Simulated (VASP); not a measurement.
# BeS (gw) (F-43m) in VASP: single point with PBEsol

Aim: the single point of BeS (gw) with PBEsol.

Program: VASP 6.6.1. These are calculated values, not measurements. Logs are shortened: lines on timing, memory, paths and dates and some standing lists are left out, and cuts for length are marked.

### Step 1. The cell of the first run

The structure is cubic, space group F-43m (No. 216). The conventional cell has a = 4.838 Å, b = 4.838 Å, c = 4.838 Å, α = 90.00°, β = 90.00°, γ = 90.00°. Within 2.8 Å of Be (site symmetry -43m) lie 4 S at 2.09 Å. S (site symmetry -43m) has 4 Be at 2.09 Å within 2.8 Å.

### Step 2. Single point, PBEsol

Input file INCAR:

```
ALGO = Normal
EDIFF = 1E-6
ENCUT = 600
GGA = PS
GGA_COMPAT = False
ISIF = 2
ISMEAR = 0
LASPH = True
LCHARG = True
LELF = True
LREAL = False
LVHAR = True
LWAVE = False
NBANDS = 11
NELM = 120
PREC = Accurate
SIGMA = 0.01
```

Input file KPOINTS:

```
k-points
0
Gamma
  4 4 4
```

Input file POSCAR:

```
BeS
1.0
    0.0000000000      2.4188656112      2.4188656112
    2.4188656112      0.0000000000      2.4188656112
    2.4188656112      2.4188656112      0.0000000000
Be S
1 1
Direct
    0.0000000000      0.0000000000      0.0000000000
    0.2500000000      0.2500000000      0.2500000000
```

Potentials or basis: VASP PAW PBE potentials, release 64 (Be, S).

The run is started by

```bash
> cat potpaw_PBE.64/Be/POTCAR potpaw_PBE.64/S/POTCAR > POTCAR
> mpirun -np 1 vasp_std > vasp.out
```

OUTCAR:

```text
EDIFF = 1E-6
   ENCUT = 600
   GGA = PS
   ISIF = 2
   ISMEAR = 0
   LASPH = True
   LREAL = False
   NELM = 120
   PREC = Accurate

 ion  position               nearest neighbor table
   1  0.000  0.000  0.000-   2 2.09   2 2.09   2 2.09   2 2.09
   2  0.250  0.250  0.250-   1 2.09   1 2.09   1 2.09   1 2.09

  LATTYP: Found a face centered cubic cell.
 ALAT       =     4.8377312224

  Lattice vectors:

 A1 = (   0.0000000000,   2.4188656112,   2.4188656112)
 A2 = (   2.4188656112,   0.0000000000,   2.4188656112)
 A3 = (   2.4188656112,   2.4188656112,   0.0000000000)

Analysis of symmetry for initial positions (statically):
=====================================================================
 Subroutine PRICEL returns:
 Original cell was already a primitive cell.

 Routine SETGRP: Setting up the symmetry group for a
 face centered cubic supercell.

 Subroutine GETGRP returns: Found 24 space group operations
 (whereof 24 operations were pure point group operations)
 out of a pool of 48 trial point group operations.

The static configuration has the point symmetry T_d .

Analysis of symmetry for dynamics (positions and initial velocities):
=====================================================================
 Subroutine PRICEL returns:
 Original cell was already a primitive cell.

 Routine SETGRP: Setting up the symmetry group for a
 face centered cubic supercell.

 Subroutine GETGRP returns: Found 24 space group operations
 (whereof 24 operations were pure point group operations)
 out of a pool of 48 trial point group operations.

The dynamic configuration has the point symmetry T_d .

 Subroutine INISYM returns: Found 24 space group operations
 (whereof 24 operations are pure point group operations),
 and found     1 'primitive' translations

----------------------------------------------------------------------------------------

                                     Primitive cell

  volume of cell :      28.3051

  direct lattice vectors                    reciprocal lattice vectors
     0.000000000  2.418865611  2.418865611    -0.206708466  0.206708466  0.206708466
     2.418865611  0.000000000  2.418865611     0.206708466 -0.206708466  0.206708466
     2.418865611  2.418865611  0.000000000     0.206708466  0.206708466 -0.206708466

  length of vectors
     3.420792553  3.420792553  3.420792553     0.358029566  0.358029566  0.358029566

  position of ions in fractional coordinates (direct lattice)
     0.000000000  0.000000000  0.000000000
     0.250000000  0.250000000  0.250000000

  ion indices of the primitive-cell ions
   primitive index   ion index
                 1           1
                 2           2

----------------------------------------------------------------------------------------

 KPOINTS: k-points

Automatic generation of k-mesh.
 Grid dimensions read from file:
 generate k-points for:    4    4    4

 Generating k-lattice:

  Cartesian coordinates                     Fractional coordinates (reciprocal lattice)
    -0.051677117  0.051677117  0.051677117     0.250000000  0.000000000  0.000000000
     0.051677117 -0.051677117  0.051677117     0.000000000  0.250000000  0.000000000
     0.051677117  0.051677117 -0.051677117     0.000000000  0.000000000  0.250000000

  Length of vectors
     0.089507391  0.089507391  0.089507391

  Shift w.r.t. Gamma in fractional coordinates (k-lattice)
     0.000000000  0.000000000  0.000000000

 Subroutine IBZKPT returns following result:
 ===========================================

 Found      8 irreducible k-points:

 Following reciprocal coordinates:
            Coordinates               Weight
  0.000000  0.000000  0.000000      1.000000
  0.250000  0.000000  0.000000      8.000000
  0.500000  0.000000  0.000000      4.000000
  0.250000  0.250000  0.000000      6.000000
  0.500000  0.250000  0.000000     24.000000
 -0.250000  0.250000  0.000000     12.000000
  0.500000  0.500000  0.000000      3.000000
 -0.250000  0.500000  0.250000      6.000000
   k-points           NKPTS =      8   k-points in BZ     NKDIM =      8   number of bands    NBANDS=     11
   number of dos      NEDOS =    301   number of ions     NIONS =      2
   total plane-waves  NPLWV =  21952
   dimension x,y,z NGX =    28 NGY =   28 NGZ =   28
   dimension x,y,z NGXF=    56 NGYF=   56 NGZF=   56
   ions per type =               1   1
   NGX,Y,Z   is equivalent  to a cutoff of  13.61, 13.61, 13.61 a.u.
   NGXF,Y,Z  is equivalent  to a cutoff of  27.22, 27.22, 27.22 a.u.
 SYSTEM =  unknown system
   PREC   = accura    normal or accurate (medium, high low for compatibility)
   ISTART =      0    job   : 0-new  1-cont  2-samecut
   ICHARG =      2    charge: 1-file 2-atom 10-const
   ISPIN  =      1    spin polarized calculation?
   LNONCOLLINEAR =      F non collinear calculations
   LSORBIT =      F    spin-orbit coupling
   LASPH  =      T    aspherical Exc in radial PAW
   ENCUT  =  600.0 eV  44.10 Ry    6.64 a.u.   6.83  6.83  6.83*2*pi/ulx,y,z
   NELM   =    120;   NELMIN=  2; NELMDL= -5     # of ELM steps
   EDIFF  = 0.1E-05   stopping-criterion for ELM
   LREAL  =      F    real-space projection
   EDIFFG = 0.1E-04   stopping-criterion for IOM
   NSW    =      0    number of steps for IOM
   IBRION =     -1    ionic relax: 0-MD 1-quasi-New 2-CG
   NFREE  =      0    steps in history (QN), initial steepest desc. (CG)
   ISIF   =      2    stress and relaxation
   ISYM   =      2    0-nonsym 1-usesym 2-fastsym
   POTIM  = 0.5000    time-step for ionic-motion
   TEBEG  =    0.0;   TEEND  =   0.0 temperature during run
   PSTRESS=    0.0 pullay stress
   NELECT =       8.0000    total number of electrons
   NUPDOWN=      -1.0000    fix difference up-down
   EMIN   =  10.00;   EMAX   =-10.00  energy-range for DOS
   EFERMI =   0.00;   METHOD = LEGACY
   ISMEAR =     0;   SIGMA  =   0.01  broadening in eV -4-tet -1-fermi 0-gaus
   EFERMI_NEDOS =   21; number of points for ismear=-14 and -15
   IALGO  =     38    algorithm
   IMIX   =      4    mixing-type and parameters
     AMIX     =   0.40;   BMIX     =  1.00
     AMIX_MAG =   1.60;   BMIX_MAG =  1.00
  volume/ion in A,a.u.               =      14.15        95.51
  Fermi-wavevector in a.u.,A,eV,Ry     =   1.074360  2.030246 15.704511  1.154249
  Thomas-Fermi vector in A             =   2.210186
   LORBIT       =      0    0 simple, 1 ext, 2 COOP (PROOUT), +10 PAW based schemes
   GGA     = PS    functional components
   LHFCALC =     F    Hartree Fock is set to
   AEXX    =    0.0000 exact exchange contribution
   IVDW    =     0    specifies the selected vdW correction
   LEPSILON=     F    determine dielectric tensor
   LRPA    =     F    only Hartree local field effects (RPA)
 non-spin polarized calculation
 Gauss-broadening in eV      SIGMA  =   0.01
  energy-cutoff  :      600.00
  volume of cell :       28.31
 maximum number of plane-waves:       960
   NGX = 13   NGY = 13   NGZ = 13

 number of electron       8.0000000 magnetization

 Free energy of the ion-electron system (eV)
  ---------------------------------------------------
  ext. energy  EPLUGINS =         0.00000000
  ---------------------------------------------------
  free energy    TOTEN  =       -10.50982593 eV

  energy without entropy =      -10.50982593  energy(sigma->0) =      -10.50982593

 E-fermi :   4.3742     XC(G=0):  -9.9237

 val. band max:        4.2473890300   @ k =   0.0000   0.0000   0.0000
 cond. band min:       7.1417334464   @ k =   0.5000   0.5000   0.0000
 fundamental gap:      2.8943444163
 Fermi energy:         4.3741797564

 k-point     1 :       0.0000    0.0000    0.0000
  band No.  band energies     occupation
      1      -9.5244      2.00000
      2       4.2474      2.00000
      3       4.2474      2.00000
      4       4.2474      2.00000
      5       9.8373      0.00000
      6       9.8373      0.00000
      7       9.8373      0.00000
      8      10.0101      0.00000
      9      17.0448      0.00000
     10      17.0448      0.00000
     11      18.9646      0.00000

 k-point     2 :       0.2500    0.0000    0.0000
  band No.  band energies     occupation
      1      -8.8424      2.00000
      2       0.8628      2.00000
      3       3.6353      2.00000
      4       3.6353      2.00000
      5       9.7077      0.00000
      6      10.7459      0.00000
      7      10.7459      0.00000
      8      13.4470      0.00000
      9      16.0599      0.00000
     10      16.0599      0.00000
     11      18.3018      0.00000

 k-point     3 :       0.5000    0.0000    0.0000
  band No.  band energies     occupation
      1      -7.8647      2.00000
      2      -1.6766      2.00000
      3       3.1906      2.00000
      4       3.1906      2.00000
      5       9.6407      0.00000
      6      10.7119      0.00000
      7      10.7119      0.00000
      8      15.2474      0.00000
      9      19.1988      0.00000
     10      19.1988      0.00000
     11      19.3296      0.00000

 k-point     4 :       0.2500    0.2500    0.0000
  band No.  band energies     occupation
      1      -8.6159      2.00000
      2       1.4597      2.00000
      3       2.5897      2.00000
      4       2.5897      2.00000
      5       8.5569      0.00000
      6      10.7228      0.00000
      7      12.9340      0.00000
      8      12.9340      0.00000
      9      15.3843      0.00000
     10      18.3660      0.00000
     11      21.1246      0.00000

 k-point     5 :       0.5000    0.2500    0.0000
  band No.  band energies     occupation
      1      -7.6235      2.00000
      2      -0.7600      2.00000
      3       1.2645      2.00000
      4       2.2351      2.00000
      5       8.8240      0.00000
      6      11.9203      0.00000
      7      13.4070      0.00000
      8      13.4202      0.00000
      9      18.0040      0.00000
     10      19.3199      0.00000
     11      20.6035      0.00000

 k-point     6 :      -0.2500    0.2500    0.0000
  band No.  band energies     occupation
      1      -7.9637      2.00000
      2      -0.2731      2.00000
      3       1.0750      2.00000
      4       3.1044      2.00000
      5       9.9910      0.00000
      6      12.0435      0.00000
      7      12.5152      0.00000
      8      13.3918      0.00000
      9      15.1704      0.00000
     10      17.8873      0.00000
     11      20.9739      0.00000

 k-point     7 :       0.5000    0.5000    0.0000
  band No.  band energies     occupation
      1      -7.3068      2.00000
      2      -0.8711      2.00000
      3       1.5418      2.00000
      4       1.5418      2.00000
      5       7.1417      0.00000
      6       9.0366      0.00000
      7      17.0471      0.00000
      8      17.0471      0.00000
      9      19.7491      0.00000
     10      20.6858      0.00000
     11      21.1347      0.00000

 k-point     8 :      -0.2500    0.5000    0.2500
  band No.  band energies     occupation
      1      -7.2474      2.00000
      2      -0.0722      2.00000
      3       0.2646      2.00000
      4       0.7925      2.00000
      5      10.5712      0.00000
      6      12.2222      0.00000
      7      12.6039      0.00000
      8      13.1198      0.00000
      9      18.6336      0.00000
     10      18.6624      0.00000
     11      21.3900      0.00000

------------------------ aborting loop because EDIFF is reached ----------------------------------------

  FORCE on cell =-STRESS in cart. coord.  units (eV):
  Direction    XX          YY          ZZ          XY          YZ          ZX
  --------------------------------------------------------------------------------------
  -------------------------------------------------------------------------------------
  Total        0.1392415      0.1392415      0.1392415     -0.0000000      0.0000000      0.0000000
  in kB        7.8815947      7.8815947      7.8815947     -0.0000000      0.0000000      0.0000000
  external PRESSURE =       7.8815947 kB  Pullay stress =       0.0000000 kB

 VOLUME and BASIS-vectors are now :
 -----------------------------------------------------------------------------
  energy-cutoff  :      600.00
  volume of cell :       28.31
      direct lattice vectors                 reciprocal lattice vectors
     0.000000000  2.418865611  2.418865611    -0.206708466  0.206708466  0.206708466
     2.418865611  0.000000000  2.418865611     0.206708466 -0.206708466  0.206708466
     2.418865611  2.418865611  0.000000000     0.206708466  0.206708466 -0.206708466

 POSITION                                       TOTAL-FORCE (eV/Angst)
 -----------------------------------------------------------------------------------
      0.00000      0.00000      0.00000        -0.000000     -0.000000     -0.000000
      1.20943      1.20943      1.20943         0.000000      0.000000      0.000000
 -----------------------------------------------------------------------------------
    total drift:                               -0.000000     -0.000000      0.000000

  FREE ENERGIE OF THE ION-ELECTRON SYSTEM (eV)
  ---------------------------------------------------
  free  energy   TOTEN  =       -10.5098259340 eV

  energy  without entropy=      -10.5098259340  energy(sigma->0) =      -10.50982593
```

Run time: 6.5 s. Hardware: 1 thread of Intel Xeon Platinum 8488C (Sapphire Rapids), shared host; peak memory 0.14 GiB.

What came out:

* Free energy: -10.5098 eV
* Pressure: 0.8 GPa
* Band gap on the k mesh: 2.89 eV, indirect (least direct gap 5.59 eV)

Levels at points of the mesh, in eV from the valence-band top:
```
           k point  band 1  band 2  band 3  band 4  band 5  band 6  band 7  band 8
(0.00, 0.00, 0.00)  -13.77    0.00    0.00    0.00    5.59    5.59    5.59    5.76
(0.50, 0.00, 0.00)  -12.11   -5.92   -1.06   -1.06    5.39    6.46    6.46   11.00
(0.50, 0.50, 0.00)  -11.55   -5.12   -2.71   -2.71    2.89    4.79   12.80   12.80
```

Caveat: the k points lie up to 0.56 Å⁻¹ apart; the PAW data sets were made with another functional, which shifts forces and pressure a little. A k mesh can miss the band edges.
